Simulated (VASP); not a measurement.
# C (P6_3/mmc) in VASP: a series of runs

The runs below take C through single point, with LDA.

The COD entry that gives the cell may itself be a prediction, so a difference from it is no test against experiment.

Everything below comes from runs of VASP 6.6.1. Logs are shortened: lines on timing, memory, paths and dates and some standing lists are left out, and cuts for length are marked.

### Step 1. The cell of the first run

Symmetry: P6_3/mmc, No. 194, hexagonal system. Conventional cell: a = 2.519 Å, b = 2.519 Å, c = 8.023 Å, α = 90.00°, β = 90.00°, γ = 120.00°. C (site symmetry 3m) has 4 C at 1.51 to 1.61 Å within 2.0 Å. Within 2.0 Å of C (site symmetry 3m) lie 4 C at 1.51 to 1.61 Å.

### Step 2. Single point, LDA (mode 21 frozen in at +0.060 Å, strain +e along z and -e/2 along x and y -0.0233)

File INCAR:

```
SYSTEM = C
PREC     = Accurate       ! precision mode
ENCUT    = 520            ! plane-wave cutoff, eV
EDIFF    = 1E-6           ! SCF threshold, eV
ISMEAR   = 0              ! smearing method
SIGMA    = 0.05           ! smearing width, eV
LREAL    = .False.        ! projectors in reciprocal space
LASPH    = .True.         ! aspherical terms in the spheres
NELM     = 100            ! most SCF steps
ALGO     = Normal         ! electronic algorithm
ISIF     = 2              ! what is computed and relaxed
LWAVE    = .False.        ! write WAVECAR
LCHARG   = .False.        ! write CHGCAR
GGA      = CA             ! functional
NBANDS   = 26             ! bands
```

File KPOINTS:

```
regular mesh
0
Gamma
  12 12 4
  0 0 0
```

File POSCAR:

```
C
1.0
    2.5186290723      0.0000000000      0.0000000000
   -1.2593145361      2.1811967593      0.0000000000
    0.0000000000      0.0000000000      8.0228736867
C
8
Direct
    0.0000000000      0.0000000000      0.1002408971
    0.0000000000      0.0000000000      0.6002408971
    0.0000000000      0.0000000000      0.3997591029
    0.0000000000      0.0000000000      0.8997591029
    0.3333333333      0.6666666667      0.1498652280
    0.6666666667      0.3333333333      0.6498652280
    0.3333333333      0.6666666667      0.3501347720
    0.6666666667      0.3333333333      0.8501347720
```

Potentials or basis: VASP PAW LDA potentials, release 64 (C).

The run is started by

```console
cat potpaw_LDA.64/C/POTCAR > POTCAR
mpirun -np 1 vasp_std > vasp.out
```

OUTCAR:

```text
SYSTEM = C
   PREC = Accurate
   ENCUT = 520
   EDIFF = 1E-6
   ISMEAR = 0
   LREAL = .False.
   LASPH = .True.
   NELM = 100
   ISIF = 2
   GGA = CA

 ion  position               nearest neighbor table
   1  0.000  0.000  0.100-   5 1.51   5 1.51   5 1.51   4 1.61
   2  0.000  0.000  0.600-   6 1.51   6 1.51   6 1.51   3 1.61
   3  0.000  0.000  0.400-   7 1.51   7 1.51   7 1.51   2 1.61
   4  0.000  0.000  0.900-   8 1.51   8 1.51   8 1.51   1 1.61
   5  0.333  0.667  0.150-   1 1.51   1 1.51   1 1.51   7 1.61
   6  0.667  0.333  0.650-   2 1.51   2 1.51   2 1.51   8 1.61
   7  0.333  0.667  0.350-   3 1.51   3 1.51   3 1.51   5 1.61
   8  0.667  0.333  0.850-   4 1.51   4 1.51   4 1.51   6 1.61

  LATTYP: Found a hexagonal cell.
 ALAT       =     2.5186290723
 C/A-ratio  =     3.1854129593

  Lattice vectors:

 A1 = (   2.5186290723,   0.0000000000,   0.0000000000)
 A2 = (  -1.2593145361,   2.1811967593,   0.0000000000)
 A3 = (   0.0000000000,   0.0000000000,   8.0228736867)

Analysis of symmetry for initial positions (statically):
=====================================================================
 Subroutine PRICEL returns:
 Original cell was already a primitive cell.

 Routine SETGRP: Setting up the symmetry group for a
 hexagonal supercell.

 Subroutine GETGRP returns: Found 24 space group operations
 (whereof 12 operations were pure point group operations)
 out of a pool of 24 trial point group operations.

The static configuration has the point symmetry D_3d.
 The point group associated with its full space group is D_6h.

Analysis of symmetry for dynamics (positions and initial velocities):
=====================================================================
 Subroutine PRICEL returns:
 Original cell was already a primitive cell.

 Routine SETGRP: Setting up the symmetry group for a
 hexagonal supercell.

 Subroutine GETGRP returns: Found 24 space group operations
 (whereof 12 operations were pure point group operations)
 out of a pool of 24 trial point group operations.

The dynamic configuration has the point symmetry D_3d.
 The point group associated with its full space group is D_6h.

 Subroutine INISYM returns: Found 24 space group operations
 (whereof 12 operations are pure point group operations),
 and found     1 'primitive' translations

[... 106 lines left out ...]
   EDIFF  = 0.1E-05   stopping-criterion for ELM
   LREAL  =      F    real-space projection
   EDIFFG = 0.1E-04   stopping-criterion for IOM
   NSW    =      0    number of steps for IOM
   IBRION =     -1    ionic relax: 0-MD 1-quasi-New 2-CG
   NFREE  =      0    steps in history (QN), initial steepest desc. (CG)
   ISIF   =      2    stress and relaxation
   ISYM   =      2    0-nonsym 1-usesym 2-fastsym
   POTIM  = 0.5000    time-step for ionic-motion
   TEBEG  =    0.0;   TEEND  =   0.0 temperature during run
   PSTRESS=    0.0 pullay stress
   NELECT =      32.0000    total number of electrons
   NUPDOWN=      -1.0000    fix difference up-down
   EMIN   =  10.00;   EMAX   =-10.00  energy-range for DOS
   EFERMI =   0.00;   METHOD = LEGACY
   ISMEAR =     0;   SIGMA  =   0.05  broadening in eV -4-tet -1-fermi 0-gaus
   EFERMI_NEDOS =   21; number of points for ismear=-14 and -15
   IALGO  =     38    algorithm
   IMIX   =      4    mixing-type and parameters
     AMIX     =   0.40;   BMIX     =  1.00
     AMIX_MAG =   1.60;   BMIX_MAG =  1.00
  volume/ion in A,a.u.               =       5.51        37.18
  Fermi-wavevector in a.u.,A,eV,Ry     =   1.471392  2.780528 29.456550  2.164995
  Thomas-Fermi vector in A             =   2.586534
   LORBIT       =      0    0 simple, 1 ext, 2 COOP (PROOUT), +10 PAW based schemes
   GGA     = CA    functional components
   LHFCALC =     F    Hartree Fock is set to
   AEXX    =    0.0000 exact exchange contribution
   IVDW    =     0    specifies the selected vdW correction
   LEPSILON=     F    determine dielectric tensor
   LRPA    =     F    only Hartree local field effects (RPA)
 non-spin polarized calculation
 Gauss-broadening in eV      SIGMA  =   0.05
  energy-cutoff  :      520.00
  volume of cell :       44.07
 maximum number of plane-waves:      1212
 NGX is ok and might be reduce to    20
   NGX =  9   NGY =  9   NGZ = 29

 number of electron      32.0000000 magnetization

 Free energy of the ion-electron system (eV)
  ---------------------------------------------------
  ext. energy  EPLUGINS =         0.00000000
  ---------------------------------------------------
  free energy    TOTEN  =       -80.02576767 eV

  energy without entropy =      -80.02576767  energy(sigma->0) =      -80.02576767

 E-fermi :  12.0854     XC(G=0): -13.6399

 val. band max:       11.8748995055   @ k =   0.0000   0.0000   0.0000
 cond. band min:      14.2259149888   @ k =   0.5000   0.0000   0.0000
 fundamental gap:      2.3510154833
 Fermi energy:        12.0854241041

 k-point     1 :       0.0000    0.0000    0.0000
  band No.  band energies     occupation
      1     -11.5744      2.00000
      2      -9.7903      2.00000
      3      -9.7087      2.00000
      4      -5.3950      2.00000
      5      -2.9619      2.00000
      6       4.3163      2.00000
[... 685 lines left out ...]
     25      21.8795      0.00000
     26      23.1232      0.00000

 [... further k-points ...]
[... 5 lines left out ...]
  --------------------------------------------------------------------------------------
  -------------------------------------------------------------------------------------
  Total       -2.3315226     -2.3315226      8.1074619     -0.0000000      0.0000000      0.0000000
  in kB      -84.7541942    -84.7541942    294.7178815     -0.0000000      0.0000000      0.0000000
  external PRESSURE =      41.7364977 kB  Pullay stress =       0.0000000 kB

 VOLUME and BASIS-vectors are now :
 -----------------------------------------------------------------------------
  energy-cutoff  :      520.00
  volume of cell :       44.07
      direct lattice vectors                 reciprocal lattice vectors
     2.518629072  0.000000000  0.000000000     0.397041395  0.229231956  0.000000000
    -1.259314536  2.181196759  0.000000000     0.000000000  0.458463912  0.000000000
     0.000000000  0.000000000  8.022873687     0.000000000  0.000000000  0.124643618

 POSITION                                       TOTAL-FORCE (eV/Angst)
 -----------------------------------------------------------------------------------
      0.00000      0.00000      0.80422        -0.000000      0.000000     -3.831259
      0.00000      0.00000      4.81566         0.000000     -0.000000     -3.831259
      0.00000      0.00000      3.20722         0.000000      0.000000      3.831259
      0.00000      0.00000      7.21865        -0.000000     -0.000000      3.831259
     -0.00000      1.45413      1.20235        -0.000000      0.000000      2.911565
      1.25931      0.72707      5.21379         0.000000     -0.000000      2.911565
     -0.00000      1.45413      2.80909        -0.000000      0.000000     -2.911565
      1.25931      0.72707      6.82052         0.000000     -0.000000     -2.911565
 -----------------------------------------------------------------------------------
    total drift:                               -0.000000     -0.000000      0.000000

  FREE ENERGIE OF THE ION-ELECTRON SYSTEM (eV)
  ---------------------------------------------------
  free  energy   TOTEN  =       -80.0257676697 eV

  energy  without entropy=      -80.0257676697  energy(sigma->0) =      -80.02576767
```

OSZICAR:

```text
N       E                     dE             d eps       ncg     rms          rms(c)
DAV:   1     0.541037326871E+02    0.54104E+02   -0.16668E+04  2964   0.120E+03
DAV:   2    -0.785189802726E+02   -0.13262E+03   -0.12481E+03  3898   0.231E+02
DAV:   3    -0.834423818461E+02   -0.49234E+01   -0.48856E+01  4010   0.388E+01
DAV:   4    -0.834860466784E+02   -0.43665E-01   -0.43610E-01  3746   0.416E+00
DAV:   5    -0.834868153330E+02   -0.76865E-03   -0.76809E-03  4000   0.491E-01    0.118E+01
DAV:   6    -0.809189183661E+02    0.25679E+01   -0.17180E+00  3500   0.692E+00    0.684E+00
DAV:   7    -0.800286920522E+02    0.89023E+00   -0.20445E+00  3574   0.771E+00    0.144E+00
DAV:   8    -0.800258348177E+02    0.28572E-02   -0.54167E-02  3782   0.129E+00    0.763E-02
DAV:   9    -0.800257579006E+02    0.76917E-04   -0.55309E-04  3802   0.149E-01    0.332E-02
DAV:  10    -0.800257679910E+02   -0.10090E-04   -0.22651E-05  3748   0.283E-02    0.739E-03
DAV:  11    -0.800257676697E+02    0.32126E-06   -0.73137E-07  2884   0.530E-03
   1 F= -.80025768E+02 E0= -.80025768E+02  d E =-.978801E-12
```

stdout:

```text
POSCAR found type information on POSCAR C
 POSCAR found :  1 types and       8 ions
 scaLAPACK will be used
 LDA part: xc-table for (Slater(with rela. corr.)+CA(PZ))
 , standard interpolation
 POSCAR, INCAR and KPOINTS ok, starting setup
 FFT: planning ... GRIDC
 FFT: planning ... GRID_SOFT
 FFT: planning ... GRID
 WAVECAR not read
 entering main loop
```

It took 58 s on 1 thread of AMD EPYC 7R43 (Zen 3), shared host; peak memory 0.12 GiB.

Results:

```yaml
Free_energy: -80.0258 eV
Pressure: 4.2 GPa
Largest_force: 3.831 eV/Å
Band_gap_on_the_k_mesh: 2.35 eV, indirect (least direct gap 3.23 eV)
```

Forces on the atoms (eV/Å):
```
C    0.000  0.000 -3.831
C    0.000  0.000 -3.831
C    0.000  0.000  3.831
C    0.000  0.000  3.831
C    0.000  0.000  2.912
C    0.000  0.000  2.912
C    0.000  0.000 -2.912
C    0.000  0.000 -2.912
```

Stress tensor (GPa, compression positive):
```
-8.48  0.00  0.00
 0.00 -8.48  0.00
 0.00  0.00 29.47
```

Caveat: the cell differs from its parent crystal (mode 21 frozen in at +0.060 Å, strain +e along z and -e/2 along x and y -0.0233); forces of over 1 eV/Å act on the atoms, so gaps and moduli don't describe the material at rest.

### Step 3. Single point, LDA (mode 21 frozen in at -0.012 Å, strain +e along z and -e/2 along x and y -0.0233)

File INCAR:

```
PREC = Accurate ; ENCUT = 520
EDIFF = 1E-6 ; ISMEAR = 0
SIGMA = 0.05 ; LREAL = F
LASPH = T ; NELM = 80
ALGO = Normal ; ISIF = 2
LWAVE = F ; LCHARG = F
GGA = CA ; NBANDS = 26
```

File KPOINTS:

```
regular mesh
0
Gamma
  12 12 4
```

File POSCAR:

```
C
1.0
    2.5186290723      0.0000000000      0.0000000000
   -1.2593145361      2.1811967593      0.0000000000
    0.0000000000      0.0000000000      8.0228736867
C
8
Direct
    0.0000000000      0.0000000000      0.0914756587
    0.0000000000      0.0000000000      0.5914756587
    0.0000000000      0.0000000000      0.4085243413
    0.0000000000      0.0000000000      0.9085243413
    0.3333333333      0.6666666667      0.1566801912
    0.6666666667      0.3333333333      0.6566801912
    0.3333333333      0.6666666667      0.3433198088
    0.6666666667      0.3333333333      0.8433198088
```

Potentials or basis: VASP PAW LDA potentials, release 64 (C).

The run is started by

```console
cat potpaw_LDA.64/C/POTCAR > POTCAR
mpirun -np 1 vasp_std > vasp.out
```

Wall time 55 s (1 thread of AMD EPYC 7R43 (Zen 3), shared host); peak memory 0.12 GiB.

The run converged. Its results:

```
Free energy            : -80.7044 eV
Pressure               : 3.5 GPa
Largest force          : 1.221 eV/Å
Band gap on the k mesh : 3.99 eV, indirect (least direct gap 4.56 eV)
```

Forces in eV/Å, atoms in the order of the input:
```
C    0.000  0.000  1.221
C    0.000  0.000  1.221
C    0.000  0.000 -1.221
C    0.000  0.000 -1.221
C    0.000  0.000 -1.025
C    0.000  0.000 -1.025
C    0.000  0.000  1.025
C    0.000  0.000  1.025
```

Stress tensor (GPa, compression positive):
```
-13.32   0.00   0.00
  0.00 -13.32   0.00
  0.00   0.00  37.04
```

Levels at points of the mesh, in eV from the valence-band top:
| k point | band 14 | band 15 | band 16 | band 17 | band 18 | band 19 |
| --- | --- | --- | --- | --- | --- | --- |
| (0.00, 0.00, 0.00) | -0.85 | 0.00 | 0.00 | 4.56 | 4.56 | 6.41 |
| (0.50, 0.00, 0.00) | -4.95 | -4.09 | -2.89 | 3.99 | 5.36 | 5.65 |
| (0.00, 0.00, 0.50) | -0.85 | -0.85 | -0.85 | 5.53 | 5.53 | 5.53 |
| (0.50, 0.00, 0.50) | -5.20 | -3.77 | -3.77 | 4.38 | 4.38 | 6.98 |

Caveat: the cell differs from its parent crystal (mode 21 frozen in at -0.012 Å, strain +e along z and -e/2 along x and y -0.0233); forces of over 1 eV/Å act on the atoms, so gaps and moduli don't describe the material at rest.

### Step 4. Single point, LDA (mode 21 frozen in at +0.012 Å, strain +e along z and -e/2 along x and y +0.0233)

File INCAR:

```
ALGO     = Normal         # electronic algorithm
EDIFF    = 1E-6           # SCF threshold, eV
ENCUT    = 520            # plane-wave cutoff, eV
GGA      = CA             # functional
ISIF     = 2              # what is computed and relaxed
ISMEAR   = 0              # smearing method
LASPH    = True           # aspherical terms in the spheres
LCHARG   = False          # write CHGCAR
LREAL    = False          # projectors in reciprocal space
LWAVE    = False          # write WAVECAR
NBANDS   = 26             # bands
NELM     = 60             # most SCF steps
PREC     = Accurate       # precision mode
SIGMA    = 0.05           # smearing width, eV
```

File KPOINTS:

```
k-points
0
Gamma
  12 12 4
```

File POSCAR:

```
C
1.0
    2.4606208111      0.0000000000      0.0000000000
   -1.2303104055      2.1309601315      0.0000000000
    0.0000000000      0.0000000000      8.4056584863
C
8
Direct
    0.0000000000      0.0000000000      0.0943974049
    0.0000000000      0.0000000000      0.5943974049
    0.0000000000      0.0000000000      0.4056025951
    0.0000000000      0.0000000000      0.9056025951
    0.3333333333      0.6666666667      0.1544085368
    0.6666666667      0.3333333333      0.6544085368
    0.3333333333      0.6666666667      0.3455914632
    0.6666666667      0.3333333333      0.8455914632
```

The run is started by

```console
cat potpaw_LDA.64/C/POTCAR > POTCAR
mpirun -np 1 vasp_std > vasp.out
```

Run time: 45 s. Hardware: 1 thread of AMD EPYC 7R43 (Zen 3), shared host; peak memory 0.12 GiB.

The run converged. Its results:

- Free energy: -80.7294 eV
- Pressure: 3.6 GPa
- Largest force: 0.844 eV/Å
- Band gap on the k mesh: 4.16 eV, direct

Forces on the atoms (eV/Å):
```
C    0.000  0.000 -0.844
C    0.000  0.000 -0.844
C    0.000  0.000  0.844
C    0.000  0.000  0.844
C    0.000  0.000  0.726
C    0.000  0.000  0.726
C    0.000  0.000 -0.726
C    0.000  0.000 -0.726
```

Stress tensor (GPa, compression positive):
```
 18.00   0.00   0.00
  0.00  18.00   0.00
  0.00   0.00 -25.31
```

Levels at points of the mesh, in eV from the valence-band top:
```csv
k point,band 14,band 15,band 16,band 17,band 18,band 19
"(0.00, 0.00, 0.00)",-0.29,-0.29,0.00,4.16,5.76,5.76
"(0.50, 0.00, 0.00)",-4.87,-3.76,-3.46,4.98,5.00,5.97
"(0.00, 0.00, 0.50)",-0.81,-0.81,-0.81,6.27,6.27,6.39
"(0.50, 0.00, 0.50)",-4.78,-4.05,-4.05,5.26,5.26,6.57
```

Caveat: the cell differs from its parent crystal (mode 21 frozen in at +0.012 Å, strain +e along z and -e/2 along x and y +0.0233).

### Step 5. Single point, LDA (mode 21 frozen in at -0.060 Å, strain +e along z and -e/2 along x and y +0.0233)

File INCAR:

```
SYSTEM = C
PREC = Accurate ; ENCUT = 520
EDIFF = 1E-6 ; ISMEAR = 0
SIGMA = 0.05 ; LREAL = .False.
LASPH = .True. ; NELM = 80
ALGO = Normal ; ISIF = 2
LWAVE = .False. ; LCHARG = .False.
GGA = CA ; NBANDS = 26
```

File KPOINTS:

```
Automatic mesh
0
Gamma
  12 12 4
  0 0 0
```

File POSCAR:

```
C
1.0
    2.4606208111      0.0000000000      0.0000000000
   -1.2303104055      2.1309601315      0.0000000000
    0.0000000000      0.0000000000      8.4056584863
C
8
Direct
    0.0000000000      0.0000000000      0.0856321665
    0.0000000000      0.0000000000      0.5856321665
    0.0000000000      0.0000000000      0.4143678335
    0.0000000000      0.0000000000      0.9143678335
    0.3333333333      0.6666666667      0.1612235000
    0.6666666667      0.3333333333      0.6612235000
    0.3333333333      0.6666666667      0.3387765000
    0.6666666667      0.3333333333      0.8387765000
```

The run is started by

```console
cat potpaw_LDA.64/C/POTCAR > POTCAR
mpirun -np 1 vasp_std > vasp.out
```

Run time: 68 s. Hardware: 1 thread of Intel Xeon Platinum 8259CL at 2.50GHz (Skylake/Cascade Lake), shared host; peak memory 0.16 GiB.

It converged, with:

| Quantity | Value |
| --- | --- |
| Free energy | -79.8479 eV |
| Pressure | 3.1 GPa |
| Largest force | 5.123 eV/Å |
| Band gap on the k mesh | 2.70 eV, indirect (least direct gap 3.84 eV) |

Forces on the atoms (eV/Å):
```
C    0.000  0.000  5.123
C    0.000  0.000  5.123
C    0.000  0.000 -5.123
C    0.000  0.000 -5.123
C    0.000  0.000 -3.789
C    0.000  0.000 -3.789
C    0.000  0.000  3.789
C    0.000  0.000  3.789
```

Stress tensor (GPa, compression positive):
```
 14.96   0.00   0.00
  0.00  14.96   0.00
  0.00   0.00 -20.61
```

Levels at points of the mesh, in eV from the valence-band top:
```csv
k point,band 13,band 14,band 15,band 16,band 17,band 18,band 19,band 20
"(0.00, 0.00, 0.00)",-2.15,-2.15,0.00,0.00,3.84,3.84,5.46,6.46
"(0.50, 0.00, 0.00)",-5.76,-5.65,-5.40,-3.18,3.52,4.24,5.11,5.71
"(0.00, 0.00, 0.50)",-0.88,-0.88,-0.88,-0.88,4.91,4.91,4.91,4.91
"(0.50, 0.00, 0.50)",-6.62,-6.62,-4.03,-4.03,4.40,4.40,4.94,4.94
```

Caveat: the cell differs from its parent crystal (mode 21 frozen in at -0.060 Å, strain +e along z and -e/2 along x and y +0.0233); forces of over 1 eV/Å act on the atoms, so gaps and moduli don't describe the material at rest.
